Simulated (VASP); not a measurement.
Input of a VASP 6.6.1 run:

Contents of POSCAR:

```
SiC
1.0
    3.1676169264      0.0000000000      0.0000000000
   -1.5838084632      2.7432367277      0.0000000000
    0.0000000000      0.0000000000      5.0245763781
Si C
2 2
Direct
    0.3333333333      0.6666666667     -0.0018225129
    0.6666666667      0.3333333333      0.4981774871
    0.3333333333      0.6666666667      0.3768225129
    0.6666666667      0.3333333333      0.8768225129
```

INCAR.step1

```
PREC = Accurate
ENCUT = 520
EDIFF = 1E-5
ISMEAR = 0
SIGMA = 0.01
LREAL = False
LASPH = True
NELM = 80
ALGO = Normal
ISIF = 2
LWAVE = True
LCHARG = False
GGA = PE
NBANDS = 16
```

The input INCAR.step2:

```
PREC = Accurate
ENCUT = 520
EDIFF = 1E-6
ISMEAR = 0
SIGMA = 0.01
LREAL = False
LASPH = True
NELM = 80
ALGO = Normal
ISIF = 2
LWAVE = False
LCHARG = False
GGA = PE
LHFCALC = True
HFSCREEN = 0.2079
PRECFOCK = Normal
ISTART = 1
NBANDS = 16
```

Contents of KPOINTS:

```
regular mesh
0
Gamma
  6 6 4
```

Potentials or basis: VASP PAW PBE potentials, release 64 (Si, C).

Run with:

```console
$ cat potpaw_PBE.64/Si/POTCAR potpaw_PBE.64/C/POTCAR > POTCAR
$ cp INCAR.step1 INCAR
$ mpirun -np 1 vasp_std > vasp.out
$ cp INCAR.step2 INCAR
$ mpirun -np 1 vasp_std > vasp.out
```

(1) What does it give for the band gap on the k mesh?

(2) What does it give for the pressure?

Results:

(1) 3.29 eV (least direct gap 4.62 eV).

(2) -12.6 GPa.

Caveat: the cell differs from its parent crystal (epitaxial xy strain +3.0%); the cell stands under tension; the PAW data sets were made with another functional, which shifts forces and pressure a little.
